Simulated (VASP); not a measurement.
A run of VASP 6.6.1 is set up as follows.

Contents of INCAR:

```
SYSTEM = MgTiF4
PREC     = Accurate       ! precision mode
ENCUT    = 520            ! plane-wave cutoff, eV
EDIFF    = 1E-7           ! SCF threshold, eV
ISMEAR   = 0              ! smearing method
SIGMA    = 0.01           ! smearing width, eV
LREAL    = .FALSE.        ! projectors in reciprocal space
LASPH    = .TRUE.         ! aspherical terms in the spheres
NELM     = 150            ! most SCF steps
ALGO     = Normal         ! electronic algorithm
ISIF     = 2              ! what is computed and relaxed
LWAVE    = .FALSE.        ! write WAVECAR
LCHARG   = .FALSE.        ! write CHGCAR
ISPIN    = 2              ! spin polarisation
MAGMOM   = 0 1 0 0 0 0    ! initial moments
LORBIT   = 11             ! projections on sites
LMAXMIX  = 4              ! l up to which the mixer works
GGA      = PE             ! functional
NBANDS   = 34             ! bands
```

Contents of KPOINTS:

```
Automatic mesh
0
G
  10 10 8
  0 0 0
```

The input POSCAR:

```
MgTiF4
1.0
    3.6030380000      0.0000000000      0.0000000000
    0.0000000000      3.6030380000      0.0000000000
    0.0000000000      0.0000000000      5.1133740000
Mg Ti F
1 1 4
Direct
    0.0000000000      0.0000000000      0.5000000000
    0.5000000000      0.5000000000      0.0000000000
    0.5000000000      0.0000000000      0.2552090000
    0.5000000000      0.0000000000      0.7447910000
    0.0000000000      0.5000000000      0.7447910000
    0.0000000000      0.5000000000      0.2552090000
```

Potentials or basis: VASP PAW PBE potentials, release 64 (Mg, Ti_sv, F).

The run is started by

```bash
$ cat potpaw_PBE.64/Mg/POTCAR potpaw_PBE.64/Ti_sv/POTCAR potpaw_PBE.64/F/POTCAR > POTCAR
$ mpirun -np 1 vasp_std > vasp.out
```

(1) Estimate the pressure.

(2) Estimate the site moments.

Results:

(1) -0.4 GPa.

(2) Mg +0.00; Ti +1.68; F +0.00 μB.
